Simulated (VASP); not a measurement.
Wanted: the native input for a VASP 6.6.1 run.

| Item | Value |
| --- | --- |
| Task | single point |
| Functional | r2SCAN |
| Potentials or basis | VASP PAW PBE potentials, release 64 (Ba_sv, Ti_sv, O) |
| Cutoff | 520 eV |
| k mesh | 6 × 6 × 3 |
| Occupations | fermi-dirac, width 0.1 eV |
| Spin | no spin polarisation |
| Dipole correction | no |
| Further INCAR settings | ALGO = Normal; EDIFF = 1e-06; NBANDS = 51 |

The system is BaTiO3.

```
Ba Ti O
1.0
     4.06343    0.00000    0.00000
     0.00000    4.06343    0.00000
     0.00000    0.00000    8.16161
Ba Ti O
2 2 6
Direct
  0.00000 0.00000 0.00000
  0.00000 0.00000 0.50000
  0.50000 0.50000 0.24100
  0.50000 0.50000 0.74100
  0.50000 0.50000 0.00800
  0.50000 0.50000 0.50800
  0.50000 0.00000 0.25750
  0.50000 0.00000 0.75750
  0.00000 0.50000 0.25750
  0.00000 0.50000 0.75750
```

One way to write it, as run:

POSCAR

```
BaTiO3
1.0
    4.0634340500      0.0000000000      0.0000000000
    0.0000000000      4.0634340500      0.0000000000
    0.0000000000      0.0000000000      8.1616113200
Ba Ti O
2 2 6
Direct
    0.0000000000      0.0000000000      0.0000000000
    0.0000000000      0.0000000000      0.5000000000
    0.5000000000      0.5000000000      0.2410000000
    0.5000000000      0.5000000000      0.7410000000
    0.5000000000      0.5000000000      0.0080000000
    0.5000000000      0.5000000000      0.5080000000
    0.5000000000      0.0000000000      0.2575000000
    0.5000000000      0.0000000000      0.7575000000
    0.0000000000      0.5000000000      0.2575000000
    0.0000000000      0.5000000000      0.7575000000
```

INCAR.step1

```
SYSTEM = BaTiO3
ALGO     = Normal         ! electronic algorithm
EDIFF    = 1E-4           ! SCF threshold, eV
ENCUT    = 520            ! plane-wave cutoff, eV
GGA      = PE             ! functional
ISMEAR   = -1             ! smearing method
LASPH    = .True.         ! aspherical terms in the spheres
LCHARG   = .False.        ! write CHGCAR
LREAL    = .False.        ! projectors in reciprocal space
LWAVE    = .True.         ! write WAVECAR
NBANDS   = 51             ! bands
NELM     = 80             ! most SCF steps
PREC     = Accurate       ! precision mode
SIGMA    = 0.1            ! smearing width, eV
```

INCAR.step2

```
SYSTEM = BaTiO3
ALGO     = Normal         ! electronic algorithm
EDIFF    = 1E-6           ! SCF threshold, eV
ENCUT    = 520            ! plane-wave cutoff, eV
ISIF     = 2              ! what is computed and relaxed
ISMEAR   = -1             ! smearing method
ISTART   = 1            
LASPH    = .True.         ! aspherical terms in the spheres
LCHARG   = .True.         ! write CHGCAR
LELF     = .True.         ! ELF
LMIXTAU  = .True.       
LREAL    = .False.        ! projectors in reciprocal space
LVHAR    = .True.       
LWAVE    = .False.        ! write WAVECAR
METAGGA  = R2SCAN         ! meta-GGA
NBANDS   = 51             ! bands
NELM     = 80             ! most SCF steps
PREC     = Accurate       ! precision mode
SIGMA    = 0.1            ! smearing width, eV
```

KPOINTS

```
k-points
0
Gamma
  6 6 3
  0 0 0
```

Potentials or basis: VASP PAW PBE potentials, release 64 (Ba_sv, Ti_sv, O).

Run with:

```bash
$ cat potpaw_PBE.64/Ba_sv/POTCAR potpaw_PBE.64/Ti_sv/POTCAR potpaw_PBE.64/O/POTCAR > POTCAR
$ cp INCAR.step1 INCAR
$ mpirun -np 1 vasp_std > vasp.out
$ cp INCAR.step2 INCAR
$ mpirun -np 1 vasp_std > vasp.out
```

Results of the run:

| Quantity | Value |
| --- | --- |
| Pressure | -6.4 GPa |
| Largest force | 0.675 eV/Å |
| Band gap on the k mesh | 2.05 eV |

Caveat: the PAW data sets were made with another functional, which shifts forces and pressure a little; spin-orbit coupling is left out, which moves the levels of the heavy elements.

Wall time 6.3 min on 1 thread of Intel(R) Xeon(R) Platinum 8488C (Sapphire Rapids), on a shared host, peak memory 0.32 GiB.
